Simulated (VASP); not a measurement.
# Te3WCl2 (P-3m1) in VASP: a series of runs

Runs on Te3WCl2. Level: PBE. Tasks: single point.

All numbers are computed with VASP 6.6.1; they aren't measurements. Logs are shortened: lines on timing, memory, paths and dates and some standing lists are left out, and cuts for length are marked.

### 1 The cell of the first run

The structure is trigonal, space group P-3m1 (No. 164). The conventional cell has a = 4.089 Å, b = 4.089 Å, c = 9.980 Å, α = 90.00°, β = 90.00°, γ = 120.00°. Within 3.8 Å of Te (site symmetry 3m) lie 3 Cl at 2.86 Å and 3 W at 2.92 Å. Te (site symmetry -3m) has 6 Cl at 2.88 Å within 3.8 Å. Within 3.8 Å of W (site symmetry -3m) lie 6 Te at 2.92 Å. Cl (site symmetry 3m) has 6 Te at 2.86 to 2.88 Å within 3.8 Å.

The cell was generated, and may not be a known phase.

### 2 Single point, PBE, collinear spin

Contents of INCAR:

```
SYSTEM = Te3WCl2
  PREC = Accurate
  ENCUT = 520
  EDIFF = 1E-6
  ISMEAR = 0
  SIGMA = 0.1
  LREAL = .False.
  LASPH = .True.
  NELM = 150
  ALGO = Normal
  ISIF = 2
  LWAVE = .False.
  LCHARG = .False.
  ISPIN = 2
  MAGMOM = -0.02 -0.02 0.26 0.32 0.07 0.07
  LORBIT = 11
  LMAXMIX = 4
  GGA = PE
  NBANDS = 36
```

Contents of KPOINTS:

```
Automatic mesh
0
Gamma
  6 6 2
  0 0 0
```

Contents of POSCAR:

```
Te3WCl2
1.0
    4.0886965500      0.0000000000      0.0000000000
   -2.0443482800      3.5409150800      0.0000000000
    0.0000000000      0.0000000000      9.9801934000
Te W Cl
3 1 2
Direct
    0.3333333300      0.6666666700      0.1726190000
    0.6666666700      0.3333333300      0.8273810000
    0.0000000000      0.0000000000      0.5000000000
    0.0000000000      0.0000000000      0.0000000000
    0.3333333300      0.6666666700      0.6657999800
    0.6666666700      0.3333333300      0.3342000200
```

Potentials or basis: VASP PAW PBE potentials, release 64 (Te, W_sv, Cl).

Started as:

```console
$ cat potpaw_PBE.64/Te/POTCAR potpaw_PBE.64/W_sv/POTCAR potpaw_PBE.64/Cl/POTCAR > POTCAR
$ mpirun -np 1 vasp_std > vasp.out
```

OUTCAR:

```text
SYSTEM = Te3WCl2
   PREC = Accurate
   ENCUT = 520
   EDIFF = 1E-6
   ISMEAR = 0
   LREAL = .False.
   LASPH = .True.
   NELM = 150
   ISIF = 2
   ISPIN = 2
   LORBIT = 11
   GGA = PE

 ion  position               nearest neighbor table
   1  0.333  0.667  0.173-   6 2.86   6 2.86   6 2.86   4 2.92   4 2.92   4 2.92
   2  0.667  0.333  0.827-   5 2.86   5 2.86   5 2.86   4 2.92   4 2.92   4 2.92
   3  0.000  0.000  0.500-   5 2.88   6 2.88   6 2.88   5 2.88   6 2.88   5 2.88
   4  0.000  0.000  0.000-   1 2.92   2 2.92   2 2.92   1 2.92   2 2.92   1 2.92
   5  0.333  0.667  0.666-   2 2.86   2 2.86   2 2.86   3 2.88   3 2.88   3 2.88
   6  0.667  0.333  0.334-   1 2.86   1 2.86   1 2.86   3 2.88   3 2.88   3 2.88

  LATTYP: Found a hexagonal cell.
 ALAT       =     4.0886965500
 C/A-ratio  =     2.4409229880

  Lattice vectors:

 A1 = (   4.0886965500,   0.0000000000,   0.0000000000)
 A2 = (  -2.0443482800,   3.5409150800,   0.0000000000)
 A3 = (   0.0000000000,   0.0000000000,   9.9801934000)

Analysis of symmetry for initial positions (statically):
=====================================================================
 Subroutine PRICEL returns:
 Original cell was already a primitive cell.

 Routine SETGRP: Setting up the symmetry group for a
 hexagonal supercell.

 Subroutine GETGRP returns: Found 12 space group operations
 (whereof 12 operations were pure point group operations)
 out of a pool of 24 trial point group operations.

The static configuration has the point symmetry D_3d.

Analysis of symmetry for dynamics (positions and initial velocities):
=====================================================================
 Subroutine PRICEL returns:
 Original cell was already a primitive cell.

 Routine SETGRP: Setting up the symmetry group for a
 hexagonal supercell.

 Subroutine GETGRP returns: Found 12 space group operations
 (whereof 12 operations were pure point group operations)
 out of a pool of 24 trial point group operations.

The dynamic configuration has the point symmetry D_3d.

Analysis of structural, dynamic, and magnetic symmetry:
=====================================================================
 Subroutine PRICEL returns:
 Original cell was already a primitive cell.

 Routine SETGRP: Setting up the symmetry group for a
 hexagonal supercell.

 Subroutine GETGRP returns: Found 12 space group operations
 (whereof 12 operations were pure point group operations)
 out of a pool of 24 trial point group operations.

The overall configuration has the point symmetry D_3d.

 Subroutine INISYM returns: Found 12 space group operations
 (whereof 12 operations are pure point group operations),
 and found     1 'primitive' translations

----------------------------------------------------------------------------------------

                                     Primitive cell

  volume of cell :     144.4905

  direct lattice vectors                    reciprocal lattice vectors
     4.088696550  0.000000000  0.000000000     0.244576722  0.141206437  0.000000000
    -2.044348280  3.540915080  0.000000000     0.000000000  0.282412873  0.000000000
     0.000000000  0.000000000  9.980193400     0.000000000  0.000000000  0.100198459

  length of vectors
     4.088696550  4.088696552  9.980193400     0.282412873  0.282412873  0.100198459

  position of ions in fractional coordinates (direct lattice)
     0.333333330  0.666666670  0.172619000
     0.666666670  0.333333330  0.827381000
     0.000000000  0.000000000  0.500000000
     0.000000000  0.000000000  0.000000000
     0.333333330  0.666666670  0.665799980
     0.666666670  0.333333330  0.334200020

  ion indices of the primitive-cell ions
   primitive index   ion index
                 1           1
                 2           2
                 3           3
                 4           4
                 5           5
                 6           6

----------------------------------------------------------------------------------------

 KPOINTS: Automatic mesh
[... 33 lines left out ...]
  0.166667 -0.000000  0.500000      6.000000
  0.333333 -0.000000  0.500000      6.000000
  0.500000  0.000000  0.500000      3.000000
  0.166667  0.166667  0.500000      6.000000
  0.333333  0.166667  0.500000     12.000000
  0.333333  0.333333  0.500000      2.000000
   k-points           NKPTS =     14   k-points in BZ     NKDIM =     14   number of bands    NBANDS=     36
   number of dos      NEDOS =    301   number of ions     NIONS =      6
   total plane-waves  NPLWV =  72000
   dimension x,y,z NGX =    30 NGY =   30 NGZ =   80
   dimension x,y,z NGXF=    60 NGYF=   60 NGZF=  160
   ions per type =               3   1   2
   NGX,Y,Z   is equivalent  to a cutoff of  12.20, 12.20, 13.33 a.u.
   NGXF,Y,Z  is equivalent  to a cutoff of  24.40, 24.40, 26.65 a.u.
 SYSTEM =  Te3WCl2
   PREC   = accura    normal or accurate (medium, high low for compatibility)
   ISTART =      0    job   : 0-new  1-cont  2-samecut
   ICHARG =      2    charge: 1-file 2-atom 10-const
   ISPIN  =      2    spin polarized calculation?
   LNONCOLLINEAR =      F non collinear calculations
   LSORBIT =      F    spin-orbit coupling
   LASPH  =      T    aspherical Exc in radial PAW
   ENCUT  =  520.0 eV  38.22 Ry    6.18 a.u.   7.60  7.60 18.56*2*pi/ulx,y,z
   NELM   =    150;   NELMIN=  2; NELMDL= -5     # of ELM steps
   EDIFF  = 0.1E-05   stopping-criterion for ELM
   LREAL  =      F    real-space projection
   EDIFFG = 0.1E-04   stopping-criterion for IOM
   NSW    =      0    number of steps for IOM
   IBRION =     -1    ionic relax: 0-MD 1-quasi-New 2-CG
   NFREE  =      0    steps in history (QN), initial steepest desc. (CG)
   ISIF   =      2    stress and relaxation
   ISYM   =      2    0-nonsym 1-usesym 2-fastsym
   POTIM  = 0.5000    time-step for ionic-motion
   TEBEG  =    0.0;   TEEND  =   0.0 temperature during run
   PSTRESS=    0.0 pullay stress
   NELECT =      46.0000    total number of electrons
   NUPDOWN=      -1.0000    fix difference up-down
   EMIN   =  10.00;   EMAX   =-10.00  energy-range for DOS
   EFERMI =   0.00;   METHOD = LEGACY
   ISMEAR =     0;   SIGMA  =   0.10  broadening in eV -4-tet -1-fermi 0-gaus
   EFERMI_NEDOS =   21; number of points for ismear=-14 and -15
   IALGO  =     38    algorithm
   IMIX   =      4    mixing-type and parameters
     AMIX     =   0.40;   BMIX     =  1.00
     AMIX_MAG =   1.60;   BMIX_MAG =  1.00
  volume/ion in A,a.u.               =      24.08       162.51
  Fermi-wavevector in a.u.,A,eV,Ry     =   1.117843  2.112418 17.001487  1.249574
  Thomas-Fermi vector in A             =   2.254470
   LORBIT       =     11    0 simple, 1 ext, 2 COOP (PROOUT), +10 PAW based schemes
   GGA     = PE    functional components
   LHFCALC =     F    Hartree Fock is set to
   AEXX    =    0.0000 exact exchange contribution
   IVDW    =     0    specifies the selected vdW correction
   LEPSILON=     F    determine dielectric tensor
   LRPA    =     F    only Hartree local field effects (RPA)
 spin polarized calculation
 Gauss-broadening in eV      SIGMA  =   0.10
  energy-cutoff  :      520.00
  volume of cell :      144.49
 maximum number of plane-waves:      3938
   NGX = 15   NGY = 15   NGZ = 37

 number of electron      46.0000000 magnetization       0.8188877

 Free energy of the ion-electron system (eV)
  ---------------------------------------------------
  ext. energy  EPLUGINS =         0.00000000
  ---------------------------------------------------
  free energy    TOTEN  =       -22.36396911 eV

  energy without entropy =      -22.33413784  energy(sigma->0) =      -22.34905348

 E-fermi :   7.2941     XC(G=0): -10.2340

 val. band max:        7.2887805682   @ k =   0.1667   0.1667   0.0000
 cond. band min:       7.3154832460   @ k =   0.1667   0.1667   0.5000
 fundamental gap:      0.0267026778
 Fermi energy:         7.2940869760

 spin component 1

 k-point     1 :       0.0000    0.0000    0.0000
  band No.  band energies     occupation
      1     -67.2680      1.00000
      2     -31.4827      1.00000
      3     -31.4827      1.00000
      4     -31.2915      1.00000
      5     -10.0682      1.00000
      6      -9.6615      1.00000
[... 521 lines left out ...]
     34      13.6305      0.00000
     35      13.6305      0.00000
 Fermi energy:         7.2940869760

 spin component 2

 k-point     1 :       0.0000    0.0000    0.0000
  band No.  band energies     occupation
      1     -67.1290      1.00000
      2     -31.3017      1.00000
      3     -31.3017      1.00000
      4     -31.0886      1.00000
      5      -9.9905      1.00000
      6      -9.6013      1.00000
[... 521 lines left out ...]
     34      13.6865      0.00000
     35      13.6865      0.00000
 [bands above 35 left out]

------------------------ aborting loop because EDIFF is reached ----------------------------------------

  FORCE on cell =-STRESS in cart. coord.  units (eV):
  Direction    XX          YY          ZZ          XY          YZ          ZX
  --------------------------------------------------------------------------------------
  -------------------------------------------------------------------------------------
  Total        0.9087128      0.9087128      5.1882495     -0.0000000      0.0000000      0.0000000
  in kB       10.0762260     10.0762260     57.5296972     -0.0000000      0.0000000      0.0000000
  external PRESSURE =      25.8940498 kB  Pullay stress =       0.0000000 kB

 VOLUME and BASIS-vectors are now :
 -----------------------------------------------------------------------------
  energy-cutoff  :      520.00
  volume of cell :      144.49
      direct lattice vectors                 reciprocal lattice vectors
     4.088696550  0.000000000  0.000000000     0.244576722  0.141206437  0.000000000
    -2.044348280  3.540915080  0.000000000     0.000000000  0.282412873  0.000000000
     0.000000000  0.000000000  9.980193400     0.000000000  0.000000000  0.100198459

 POSITION                                       TOTAL-FORCE (eV/Angst)
 -----------------------------------------------------------------------------------
     -0.00000      2.36061      1.72277        -0.000000      0.000000     -3.053929
      2.04435      1.18031      8.25742         0.000000     -0.000000      3.053929
      0.00000      0.00000      4.99010         0.000000      0.000000      0.000000
      0.00000      0.00000      0.00000         0.000000      0.000000      0.000000
     -0.00000      2.36061      6.64481         0.000000      0.000000     -1.745657
      2.04435      1.18031      3.33538        -0.000000     -0.000000      1.745657
 -----------------------------------------------------------------------------------
    total drift:                               -0.000000      0.000000      0.000000

  FREE ENERGIE OF THE ION-ELECTRON SYSTEM (eV)
  ---------------------------------------------------
  free  energy   TOTEN  =       -22.3639691131 eV

  energy  without entropy=      -22.3341378388  energy(sigma->0) =      -22.34905348

 total charge

# of ion       s       p       d       tot
------------------------------------------
    1        1.409   1.842   0.071   3.322
    2        1.409   1.842   0.071   3.322
    3        1.475   1.705   0.041   3.222
    4        2.316   6.132   3.205  11.654
    5        1.649   3.386   0.000   5.035
    6        1.649   3.386   0.000   5.035
--------------------------------------------------
tot          9.907  18.293   3.388  31.588

 magnetization (x)

# of ion       s       p       d       tot
------------------------------------------
    1        0.002  -0.026   0.002  -0.022
    2        0.002  -0.026   0.002  -0.022
    3        0.004   0.225   0.000   0.230
    4        0.011   0.002   0.287   0.300
    5        0.004   0.047   0.000   0.051
    6        0.004   0.047   0.000   0.051
--------------------------------------------------
tot          0.028   0.269   0.291   0.588
```

It took 3.6 min on 1 thread of Intel Xeon Platinum 8259CL at 2.50GHz (Skylake/Cascade Lake), shared host; peak memory 0.37 GiB.

What came out:

| Item | Value |
| --- | --- |
| Free energy | -22.3640 eV |
| Pressure | 2.6 GPa |
| Largest force | 3.054 eV/Å |
| Net moment | 0.82 μB per cell |
| Site moments | Te -0.02, +0.23 (each value once); W +0.30; Cl +0.05 μB |
| Valence electrons inside the program's atomic spheres | Te 3.32, 3.22 (each value once); W 11.65; Cl 5.04 |

Forces in eV/Å, atoms in the order of the input:
```
Te   0.000  0.000 -3.054
Te   0.000  0.000  3.054
Te   0.000  0.000  0.000
W    0.000  0.000  0.000
Cl   0.000  0.000 -1.746
Cl   0.000  0.000  1.746
```

Levels at points of the mesh, in eV from the Fermi level:
Spin up:
```csv
k point,band 22,band 23,band 24,band 25,band 26,band 27
"(0.00, 0.00, 0.00)",-0.53,-0.53,-0.23,0.40,0.40,0.51
"(0.50, 0.00, 0.00)",-0.86,0.26,0.36,0.38,0.44,0.81
"(0.00, 0.00, 0.50)",-0.64,-0.53,-0.53,-0.41,-0.41,-0.08
"(0.50, 0.00, 0.50)",-1.04,-0.42,-0.13,0.29,0.40,0.75
```
Spin down:
| k point | band 20 | band 21 | band 22 | band 23 | band 24 | band 25 |
| --- | --- | --- | --- | --- | --- | --- |
| (0.00, 0.00, 0.00) | -1.13 | -1.13 | -0.33 | -0.33 | 0.03 | 0.56 |
| (0.50, 0.00, 0.00) | -1.65 | -1.46 | -0.73 | 0.52 | 0.56 | 0.67 |
| (0.00, 0.00, 0.50) | -0.68 | -0.43 | -0.43 | -0.33 | -0.33 | -0.33 |
| (0.50, 0.00, 0.50) | -1.10 | -1.04 | -0.98 | -0.17 | 0.16 | 0.55 |

Caveat: a moment this small can come from the mesh or the smearing; spin-orbit coupling is left out, which moves the levels of the heavy elements; forces of over 1 eV/Å act on the atoms, so gaps and moduli don't describe the material at rest.

### 3 Single point, PBE, collinear spin

This run uses another cell than the first one, of 30.27 Å³/atom.

Contents of INCAR:

```
ALGO = Normal ; EDIFF = 1E-6
ENCUT = 520 ; GGA = PE
ISIF = 2 ; ISMEAR = 0
ISPIN = 2 ; LASPH = True
LCHARG = False ; LMAXMIX = 4
LORBIT = 11 ; LREAL = False
LWAVE = False ; MAGMOM = -0.08 -0.08 -0.03 1.83 -0.02 -0.02
NBANDS = 36 ; NELM = 150
PREC = Accurate ; SIGMA = 0.1
```

Contents of KPOINTS:

```
k-points
0
Gamma
  6 6 2
```

Contents of POSCAR:

```
Te3WCl2
1.0
    4.2725283173      0.0000000030      0.0000000000
   -2.1362641613      3.7001180596      0.0000000000
    0.0000000000      0.0000000000     11.4896040145
Te W Cl
3 1 2
Direct
    0.3333333333      0.6666666667      0.1227246074
    0.6666666667      0.3333333333      0.8772753926
    0.0000000000      0.0000000000      0.5000000000
    0.0000000000      0.0000000000      0.0000000000
    0.3333333333      0.6666666667      0.6131876813
    0.6666666667      0.3333333333      0.3868123187
```

Potentials or basis: VASP PAW PBE potentials, release 64 (Te, W_sv, Cl).

Started as:

```console
$ cat potpaw_PBE.64/Te/POTCAR potpaw_PBE.64/W_sv/POTCAR potpaw_PBE.64/Cl/POTCAR > POTCAR
$ mpirun -np 1 vasp_std > vasp.out
```

Run time: 4.3 min. Hardware: 1 thread of Intel Xeon Platinum 8259CL at 2.50GHz (Skylake/Cascade Lake), shared host; peak memory 0.44 GiB.

It converged, with:

```yaml
Free_energy: -24.4802 eV
Pressure: 0.0 GPa
Largest_force: 0.017 eV/Å
Band_gap_on_the_k_mesh: zero (filled and empty bands overlap)
Net_moment: 1.97 μB per cell
Site_moments: Te -0.09, -0.02 (each value once); W +1.76; Cl -0.01 μB
Valence_electrons_inside_the_program's_atomic_spheres: Te 3.38, 3.14 (each value once); W 11.73; Cl 5.04
```

Forces in eV/Å, atoms in the order of the input:
```
Te   0.000  0.000  0.017
Te   0.000  0.000 -0.017
Te   0.000  0.000  0.000
W    0.000  0.000  0.000
Cl   0.000  0.000 -0.016
Cl   0.000  0.000  0.016
```

Stress tensor (GPa, compression positive):
```
-0.16  0.00  0.00
 0.00 -0.16  0.00
 0.00  0.00  0.31
```

Levels at points of the mesh, in eV from the Fermi level:
Spin up:
```
           k point  band 21  band 22  band 23  band 24  band 25  band 26  band 27  band 28
(0.00, 0.00, 0.00)    -1.18    -0.43    -0.43    -0.33    -0.22    -0.17    -0.17     3.40
(0.50, 0.00, 0.00)    -1.48    -0.83    -0.69    -0.65    -0.22     0.96     1.51     2.99
(0.00, 0.00, 0.50)    -1.18    -0.37    -0.33    -0.33    -0.31    -0.28    -0.28     3.43
(0.50, 0.00, 0.50)    -1.28    -0.88    -0.74    -0.65    -0.32     0.95     1.48     3.01
```
Spin down:
```
           k point  band 20  band 21  band 22  band 23  band 24  band 25
(0.00, 0.00, 0.00)    -0.45    -0.45    -0.31    -0.19    -0.19     0.27
(0.50, 0.00, 0.00)    -2.00    -1.49    -0.26     0.32     0.80     0.95
(0.00, 0.00, 0.50)    -0.46    -0.36    -0.36    -0.29    -0.29     0.27
(0.50, 0.00, 0.50)    -1.98    -1.28    -0.47     0.33     0.81     0.91
```

Caveat: spin-orbit coupling is left out, which moves the levels of the heavy elements; this functional lacks dispersion, which binds layers or chains, so the pressure and a relaxed spacing across them are unreliable.

The gap in the log of VASP goes by the Fermi energy; the results here count the filled bands.